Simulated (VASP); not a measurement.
Here is a VASP 6.6.1 calculation.

File INCAR:

```
PREC = Accurate ; ENCUT = 520
EDIFF = 1E-7 ; ISMEAR = -1
SIGMA = 0.05 ; LREAL = False
LASPH = True ; NELM = 150
ALGO = Normal ; ISIF = 2
LWAVE = False ; LCHARG = False
ISPIN = 2 ; MAGMOM = 1 1 1 0
LORBIT = 11 ; LMAXMIX = 4
NBANDS = 29
```

KPOINTS

```
regular mesh
0
Gamma
  8 8 8
```

POSCAR

```
SiNi3
1.0
    3.5420000000      0.0000000000      0.0000000000
    0.0000000000      3.5420000000      0.0000000000
    0.0000000000      0.0000000000      3.5420000000
Ni Si
3 1
Direct
    0.5000000000      0.5000000000      0.0000000000
    0.5000000000      0.0000000000      0.5000000000
    0.0000000000      0.5000000000      0.5000000000
    0.0000000000      0.0000000000      0.0000000000
```

Potentials or basis: VASP PAW LDA potentials, release 64 (Ni, Si).

Run with:

```bash
$ cat potpaw_LDA.64/Ni/POTCAR potpaw_LDA.64/Si/POTCAR > POTCAR
$ mpirun -np 1 vasp_std > vasp.out
```

Task: Estimate the net moment.

Result: 0.00 μB per cell.

Task: Predict the pressure.

Result: -19.9 GPa.

Task: What does it give for the band gap on the k mesh?

Result: Zero (filled and empty bands overlap).

Caveat: the cell stands under tension; the moments typed at the start vanished in this run.
